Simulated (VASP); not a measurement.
## Y: single point with LDA

Crystal: Y.

```
Y
1.0
     3.49144    0.00000    0.00000
    -1.74572    3.02367    0.00000
     0.00000    0.00000    5.45016
Y
2
Direct
  0.33333 0.66667 0.25000
  0.66667 0.33333 0.75000
```

| Property | Result |
| --- | --- |
| Program | VASP 6.6.1 |
| Task | single point |
| Functional | LDA |
| Potentials or basis | VASP PAW LDA potentials, release 64 (Y_sv) |
| Cutoff | 520 eV |
| k mesh | 17 × 17 × 10 |
| Occupations | fermi-dirac, width 0.1 eV |
| Spin | no spin polarisation |
| Dipole correction | no |
| Further INCAR settings | ALGO = Normal; EDIFF = 1e-06; NBANDS = 18 |

```yaml
Pressure: 1.8 GPa
Band_gap_on_the_k_mesh: zero (bands 11 and 12 overlap by 1.93 eV)
```

Stress tensor (GPa, compression positive):
```
1.73 0.00 0.00
0.00 1.73 0.00
0.00 0.00 2.01
```

Levels at points of the mesh, in eV from the Fermi level:
```tsv
k point	band 8	band 9	band 10	band 11	band 12	band 13	band 14	band 15
(0.00, 0.00, 0.00)	-21.82	-4.86	-2.08	1.47	1.79	1.79	2.19	2.51
(0.00, 0.00, 0.50)	-21.94	-3.24	-3.24	1.01	1.01	1.69	1.69	1.69
```

Wall time 67 s on 1 thread of Intel(R) Xeon(R) 6975P-C (Granite Rapids), with other jobs on the host, peak memory 0.31 GiB.
